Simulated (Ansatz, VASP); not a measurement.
## Ir3Ru2: VASP beside Ansatz

```
Ru Ir
1.0
     2.73395    0.00000    0.00000
    -1.36697    2.36767    0.00000
     0.00000    0.00000   21.43925
Ru Ir
4 6
Direct
  0.33333 0.66667 0.15000
  0.33333 0.66667 0.75000
  0.66667 0.33333 0.25000
  0.66667 0.33333 0.85000
  0.33333 0.66667 0.95000
  0.33333 0.66667 0.35000
  0.33333 0.66667 0.55000
  0.66667 0.33333 0.05000
  0.66667 0.33333 0.45000
  0.66667 0.33333 0.65000
```

Alike in both runs: task relaxation of cell and atoms; functional PBE; k mesh 6 × 6 × 1; occupations gaussian, width 0.1 eV; no spin polarisation.

|  | VASP | Ansatz |
| --- | --- | --- |
| version | VASP 6.6.1 | Ansatz 0.2.0 |
| potentials or method | VASP PAW PBE potentials, release 64 (Ru_pv, Ir), cutoff 600 eV | scalar-relativistic, plane waves, PAW |
| valence electrons in the cell | 110 | 166 |

|  | VASP | Ansatz | Ansatz less VASP |
| --- | --- | --- | --- |
| gap on the k mesh at the Fermi level, each at its own relaxed structure (eV) | none | none | - |
| relaxed volume (Å³/atom) | 14.29 | 14.27 | -0.017 |
| relaxed cell length with the largest relative difference (Å) | 2.762 | 2.760 | -0.0012 |

A gap of «none» marks a metal or a gap that the smearing closes. VASP's potentials hold 110 valence electrons a cell and Ansatz's 166, so a difference there can come from the potentials and not from the codes.

The k mesh is coarse, so the values compare programs but aren't converged. Spin-orbit coupling is off throughout.
